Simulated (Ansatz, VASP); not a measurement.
# One calculation of Sn, two programs

```
Sn
1.0
     0.00000    3.45527    3.45527
     3.45527    0.00000    3.45527
     3.45527    3.45527    0.00000
Sn
2
Direct
  0.50000 0.50000 0.50000
  0.75000 0.75000 0.75000
```

Alike in both runs: task single point; functional RPBE; k mesh 13 × 13 × 13; occupations fermi-dirac, width 0.1 eV; no spin polarisation.

|  | VASP | Ansatz |
| --- | --- | --- |
| version | VASP 6.6.1 | Ansatz 0.2.0 |
| potentials or method | VASP PAW PBE potentials, release 64 (Sn_d), cutoff 520 eV | plane waves (420 eV) with PAW, scalar-relativistic |
| valence electrons in the cell | 28 | 28 |

```csv
,VASP,Ansatz,Ansatz less VASP
pressure (GPa),-2.1,-2.1,+0.03
```

VASP's potentials were made for PBE, not for RPBE. The functional is the same, so the differences come from potentials, cutoffs and numerics.
